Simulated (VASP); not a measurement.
# P (P6/mmm) in VASP: a series of runs

The runs below take P through single point, with PBE.

Everything below comes from runs of VASP 6.6.1. Logs are shortened: lines on timing, memory, paths and dates and some standing lists are left out, and cuts for length are marked.

**1. The cell of the first run**

The structure is hexagonal, space group P6/mmm (No. 191). The conventional cell has a = 1.996 Å, b = 1.996 Å, c = 1.923 Å, α = 90.00°, β = 90.00°, γ = 120.00°. P (site symmetry 6/mmm) has 8 P at 1.92 to 2.00 Å within 2.5 Å.

**2. Single point, PBE**

INCAR reads:

```
ALGO = Normal
EDIFF = 1E-6
ENCUT = 520
GGA = PE
ISIF = 2
ISMEAR = -1
LASPH = T
LCHARG = T
LELF = T
LREAL = F
LVHAR = T
LWAVE = F
NBANDS = 8
NELM = 80
PREC = Accurate
SIGMA = 0.05
```

KPOINTS reads:

```
k-points
0
Gamma
  18 18 17
```

POSCAR reads:

```
P
1.0
    1.9956239748      0.0000000000      0.0000000000
   -0.9978119874      1.7282610586      0.0000000000
    0.0000000000      0.0000000000      1.9229630059
P
1
Direct
    0.0000000000      0.0000000000      0.0000000000
```

Potentials or basis: VASP PAW PBE potentials, release 64 (P).

The run is started by

```console
cat potpaw_PBE.64/P/POTCAR > POTCAR
mpirun -np 1 vasp_std > vasp.out
```

OUTCAR:

```text
EDIFF = 1E-6
   ENCUT = 520
   GGA = PE
   ISIF = 2
   ISMEAR = -1
   LASPH = T
   LREAL = F
   NELM = 80
   PREC = Accurate

 ion  position               nearest neighbor table
   1  0.000  0.000  0.000-

  LATTYP: Found a hexagonal cell.
 ALAT       =     1.9956239748
 C/A-ratio  =     0.9635898497

  Lattice vectors:

 A1 = (   1.9956239748,   0.0000000000,   0.0000000000)
 A2 = (  -0.9978119874,   1.7282610586,   0.0000000000)
 A3 = (   0.0000000000,   0.0000000000,   1.9229630059)

Analysis of symmetry for initial positions (statically):
=====================================================================
 Subroutine PRICEL returns:
 Original cell was already a primitive cell.

 Routine SETGRP: Setting up the symmetry group for a
 hexagonal supercell.

 Subroutine GETGRP returns: Found 24 space group operations
 (whereof 24 operations were pure point group operations)
 out of a pool of 24 trial point group operations.

The static configuration has the point symmetry D_6h.

Analysis of symmetry for dynamics (positions and initial velocities):
=====================================================================
 Subroutine PRICEL returns:
 Original cell was already a primitive cell.

 Routine SETGRP: Setting up the symmetry group for a
 hexagonal supercell.

 Subroutine GETGRP returns: Found 24 space group operations
 (whereof 24 operations were pure point group operations)
 out of a pool of 24 trial point group operations.

The dynamic configuration has the point symmetry D_6h.

 Subroutine INISYM returns: Found 24 space group operations
 (whereof 24 operations are pure point group operations),
 and found     1 'primitive' translations

----------------------------------------------------------------------------------------

                                     Primitive cell

  volume of cell :       6.6322

  direct lattice vectors                    reciprocal lattice vectors
     1.995623975  0.000000000  0.000000000     0.501096405  0.289308144  0.000000000
    -0.997811987  1.728261059  0.000000000     0.000000000  0.578616289  0.000000000
     0.000000000  0.000000000  1.922963006     0.000000000  0.000000000  0.520030805

  length of vectors
     1.995623975  1.995623975  1.922963006     0.578616289  0.578616289  0.520030805

  position of ions in fractional coordinates (direct lattice)
     0.000000000  0.000000000  0.000000000

  ion indices of the primitive-cell ions
[... 75 lines left out ...]
   LREAL  =      F    real-space projection
   EDIFFG = 0.1E-04   stopping-criterion for IOM
   NSW    =      0    number of steps for IOM
   IBRION =     -1    ionic relax: 0-MD 1-quasi-New 2-CG
   NFREE  =      0    steps in history (QN), initial steepest desc. (CG)
   ISIF   =      2    stress and relaxation
   ISYM   =      2    0-nonsym 1-usesym 2-fastsym
   POTIM  = 0.5000    time-step for ionic-motion
   TEBEG  =    0.0;   TEEND  =   0.0 temperature during run
   PSTRESS=    0.0 pullay stress
   NELECT =       5.0000    total number of electrons
   NUPDOWN=      -1.0000    fix difference up-down
   EMIN   =  10.00;   EMAX   =-10.00  energy-range for DOS
   EFERMI =   0.00;   METHOD = LEGACY
   ISMEAR =    -1;   SIGMA  =   0.05  broadening in eV -4-tet -1-fermi 0-gaus
   EFERMI_NEDOS =   21; number of points for ismear=-14 and -15
   IALGO  =     38    algorithm
   IMIX   =      4    mixing-type and parameters
     AMIX     =   0.40;   BMIX     =  1.00
     AMIX_MAG =   1.60;   BMIX_MAG =  1.00
  volume/ion in A,a.u.               =       6.63        44.76
  Fermi-wavevector in a.u.,A,eV,Ry     =   1.489973  2.815641 30.205214  2.220021
  Thomas-Fermi vector in A             =   2.602814
   LORBIT       =      0    0 simple, 1 ext, 2 COOP (PROOUT), +10 PAW based schemes
   GGA     = PE    functional components
   LHFCALC =     F    Hartree Fock is set to
   AEXX    =    0.0000 exact exchange contribution
   IVDW    =     0    specifies the selected vdW correction
   LEPSILON=     F    determine dielectric tensor
   LRPA    =     F    only Hartree local field effects (RPA)
 non-spin polarized calculation
  energy-cutoff  :      520.00
  volume of cell :        6.63
 maximum number of plane-waves:       199
 NGX is ok and might be reduce to    16

 number of electron       5.0000001 magnetization

 Free energy of the ion-electron system (eV)
  ---------------------------------------------------
  ext. energy  EPLUGINS =         0.00000000
  ---------------------------------------------------
  free energy    TOTEN  =        -0.24374260 eV

  energy without entropy =       -0.24030408  energy(sigma->0) =       -0.24202334

 E-fermi :  24.4359     XC(G=0): -15.1005

 val. band max:       24.3737547095   @ k =   0.4444   0.1111   0.2941
 cond. band min:      24.4385560962   @ k =   0.2778   0.0556   0.3529
 fundamental gap:      0.0648013866
 Fermi energy:        24.4358830499

 k-point     1 :       0.0000    0.0000    0.0000
  band No.  band energies     occupation
      1      -2.3488      2.00000
      2      29.8438      0.00000
      3      34.0057      0.00000
      4      39.0398      0.00000
      5      39.0398      0.00000
      6      41.6504      0.00000
      7      41.6504      0.00000
      8      47.6644      0.00000
[... 243 lines left out ...]
 k-point    24 :       0.3889    0.1111    0.0000
  band No.  band energies     occupation
      1       7.1123      2.00000
      2      12.2847      2.00000
      3      24.1053      1.99731
      4      36.6904      0.00000
      5      41.7286      0.00000
      6      46.3749      0.00000
      7      48.4964      0.00000
      8      53.2750      0.00000

 [... further k-points ...]

------------------------ aborting loop because EDIFF is reached ----------------------------------------

  FORCE on cell =-STRESS in cart. coord.  units (eV):
  Direction    XX          YY          ZZ          XY          YZ          ZX
  --------------------------------------------------------------------------------------
  -------------------------------------------------------------------------------------
  Total       16.0417357     16.0417357     16.1165384      0.0000000      0.0000000      0.0000000
  in kB     3875.2788011   3875.2788012   3893.3492572      0.0000000      0.0000000      0.0000000
  external PRESSURE =    3881.3022865 kB  Pullay stress =       0.0000000 kB

 VOLUME and BASIS-vectors are now :
 -----------------------------------------------------------------------------
  energy-cutoff  :      520.00
  volume of cell :        6.63
      direct lattice vectors                 reciprocal lattice vectors
     1.995623975  0.000000000  0.000000000     0.501096405  0.289308144  0.000000000
    -0.997811987  1.728261059  0.000000000     0.000000000  0.578616289  0.000000000
     0.000000000  0.000000000  1.922963006     0.000000000  0.000000000  0.520030805

 POSITION                                       TOTAL-FORCE (eV/Angst)
 -----------------------------------------------------------------------------------
      0.00000      0.00000      0.00000         0.000000      0.000000      0.000000
 -----------------------------------------------------------------------------------
    total drift:                                0.000000     -0.000000      0.000000

  FREE ENERGIE OF THE ION-ELECTRON SYSTEM (eV)
  ---------------------------------------------------
  free  energy   TOTEN  =        -0.2437425967 eV

  energy  without entropy=       -0.2403040767  energy(sigma->0) =       -0.24202334
```

OSZICAR:

```text
N       E                     dE             d eps       ncg     rms          rms(c)
DAV:   1     0.307208489890E+01    0.30721E+01   -0.27040E+03  6688   0.489E+02
DAV:   2    -0.325430080702E+00   -0.33975E+01   -0.32055E+01  7832   0.454E+01
DAV:   3    -0.337107449775E+00   -0.11677E-01   -0.11663E-01  6040   0.264E+00
DAV:   4    -0.337110757620E+00   -0.33078E-05   -0.33087E-05  8480   0.441E-02
DAV:   5    -0.337110757002E+00    0.61803E-09   -0.29810E-09  6136   0.249E-04    0.177E+01
DAV:   6    -0.277049014998E+00    0.60062E-01   -0.64951E-03  6296   0.533E-01    0.105E+01
DAV:   7    -0.243815673541E+00    0.33233E-01   -0.11222E-02  6368   0.761E-01    0.259E-01
DAV:   8    -0.243750941943E+00    0.64732E-04   -0.28492E-04  6624   0.149E-01    0.896E-02
DAV:   9    -0.243742802457E+00    0.81395E-05   -0.15000E-05  7080   0.295E-02    0.310E-02
DAV:  10    -0.243742596747E+00    0.20571E-06   -0.11236E-06  4288   0.709E-03
   1 F= -.24374260E+00 E0= -.24202334E+00  d E =-.343852E-02
```

stdout:

```text
POSCAR found type information on POSCAR P
 POSCAR found :  1 types and       1 ions
 scaLAPACK will be used
 LDA part: xc-table for (Slater+PW92), standard interpolation
 POSCAR, INCAR and KPOINTS ok, starting setup
 FFT: planning ... GRIDC
 FFT: planning ... GRID_SOFT
 FFT: planning ... GRID
 WAVECAR not read
 entering main loop
```

Run time: 6.1 s. Hardware: 1 thread of Intel Xeon Platinum 8559C (Emerald Rapids), shared host; peak memory 0.12 GiB.

What came out:

- Free energy: -0.2437 eV
- Pressure: 388.1 GPa

**3. Single point, PBE**

INCAR reads:

```
SYSTEM = P
PREC = Accurate
ENCUT = 520
EDIFF = 1E-7
ISMEAR = -1
SIGMA = 0.05
LREAL = .FALSE.
LASPH = .TRUE.
NELM = 60
ALGO = Normal
ISIF = 2
LWAVE = .FALSE.
LCHARG = .TRUE.
GGA = PE
LELF = .TRUE.
LVHAR = .TRUE.
NBANDS = 8
```

KPOINTS reads:

```
regular mesh
0
G
  18 18 17
  0 0 0
```

POSCAR is that of step 2.

Potentials or basis: VASP PAW PBE potentials, release 64 (P).

The run is started by

```console
cat potpaw_PBE.64/P/POTCAR > POTCAR
mpirun -np 1 vasp_std > vasp.out
```

It took 7.2 s on 1 thread of Intel Xeon Platinum 8559C (Emerald Rapids), shared host; peak memory 0.11 GiB.

It converged, with:

- Free energy: -0.2437 eV
- Pressure: 388.1 GPa

Stress tensor (GPa, compression positive):
```
387.52   0.00   0.00
  0.00 387.52   0.00
  0.00   0.00 389.31
```

Levels at points of the mesh, in eV from the Fermi level:
| k point | band 1 | band 2 | band 3 | band 4 | band 5 |
| --- | --- | --- | --- | --- | --- |
| (0.00, 0.00, 0.00) | -26.78 | 5.41 | 9.57 | 14.60 | 14.60 |
| (0.50, 0.00, 0.00) | -16.03 | -14.49 | 5.16 | 6.43 | 18.17 |
